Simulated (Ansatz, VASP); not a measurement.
**Two plane-wave programs on WC**

Contents of INCAR:

```
PREC     = Accurate       # precision mode
ENCUT    = 520            # plane-wave cutoff, eV
EDIFF    = 1E-6           # SCF threshold, eV
ISMEAR   = 0              # smearing method
SIGMA    = 0.15           # smearing width, eV
LREAL    = False          # projectors in reciprocal space
LASPH    = True           # aspherical terms in the spheres
NELM     = 100            # most SCF steps
ALGO     = Normal         # electronic algorithm
ISIF     = 2              # what is computed and relaxed
LWAVE    = False          # write WAVECAR
LCHARG   = False          # write CHGCAR
GGA      = PS             # functional
NBANDS   = 16             # bands
```

KPOINTS

```
regular mesh
0
Gamma
  14 14 14
```

File POSCAR:

```
WC
1.0
    0.1915247451      2.1646537993      1.9574129002
    2.4267384216      0.1180277505      2.0309098948
    2.4997678423      2.3111802147      0.0449983298
W C
1 1
Direct
   -0.0019662454      0.0008060836     -0.0006695964
    0.5019662454      0.4991939164      0.5006695964
```

Input for Ansatz:

```yaml
crystal:
  lattice:
    - [0.1915247451, 2.1646537993, 1.9574129002]
    - [2.4267384216, 0.1180277505, 2.0309098948]
    - [2.4997678423, 2.3111802147, 0.0449983298]
  atoms:
    - { symbol: W, position: [-0.0019662454, 0.0008060836, -0.0006695964] }
    - { symbol: C, position: [0.5019662454, 0.4991939164, 0.5006695964] }
basis:
  ecutwfc: 420
kpoints:
  mp_grid: { grid: [14, 14, 14] }
hamiltonian:
  xc: pbesol
scf:
  occupations: { method: gaussian, width: 0.15 }
output:
  forces: true
  stress: true
  eigenvalues: true
```

Change from the starting cell: cell sheared at random, sigma 0.06, atoms nudged by 0.01 Å.

Alike in both runs: task single point; functional PBEsol; k mesh 14 × 14 × 14; occupations gaussian, width 0.15 eV; no spin polarisation.

|  | VASP | Ansatz |
| --- | --- | --- |
| version | VASP 6.6.1 | Ansatz 0.2.0 |
| potentials or method | VASP PAW PBE potentials, release 64 (W_sv, C), cutoff 520 eV | scalar-relativistic, plane waves, PAW |
| valence electrons in the cell | 18 | 18 |

|  | VASP | Ansatz | Ansatz less VASP |
| --- | --- | --- | --- |
| gap on the k mesh at the Fermi level (eV) | none | none | - |
| pressure (GPa) | 27.3 | 26.0 | -1.26 |
| traceless stress, the component that is largest in VASP (GPa) | 71.25 | 70.80 | -0.444 |
| rms of the force components (eV/Å) | 0.085 | 0.084 | -0.0014 |

VASP's potentials were made for PBE, not for PBEsol. Atom by atom the forces differ by 0.002 eV/Å (rms over components). A gap of «none» marks a metal or a gap that the smearing closes. The functional is the same, so the differences come from potentials, cutoffs and numerics.

Neither program's run includes spin-orbit coupling.
